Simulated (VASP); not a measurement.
AlN, 2 atoms in the cell. The structure is cubic, space group F-43m (No. 216). Conventional cell: a = 4.339 Å, b = 4.339 Å, c = 4.339 Å, α = 90.00°, β = 90.00°, γ = 90.00°. Al (site symmetry -43m) has 4 N at 1.88 Å within 2.5 Å. N (site symmetry -43m) has 4 Al at 1.88 Å within 2.5 Å. 

* Program: VASP 6.6.1
* Task: single point
* Functional: RPBE
* Dispersion: D3(BJ)
* Potentials or basis: VASP PAW PBE potentials, release 64 (Al, N)
* Cutoff: 600 eV
* k mesh: 10 × 10 × 10
* Occupations: fermi-dirac, width 0.05 eV
* Spin: no spin polarisation
* Dipole correction: no
* Further INCAR settings: ALGO = Normal; EDIFF = 1e-06; NBANDS = 11

Potentials or basis: VASP PAW PBE potentials, release 64 (Al, N).

Launch:

```sh
$ cat potpaw_PBE.64/Al/POTCAR potpaw_PBE.64/N/POTCAR > POTCAR
$ mpirun -np 1 vasp_std > vasp.out
```

Hardware: 1 thread of Intel Xeon 8259CL (shared host).

Task: How long does it take, and how much memory?

Result: Wall time 25 s on 1 thread of Intel Xeon 8259CL, with other jobs on the host, peak memory 0.16 GiB. Counts: scf iterations 12, k points 47.
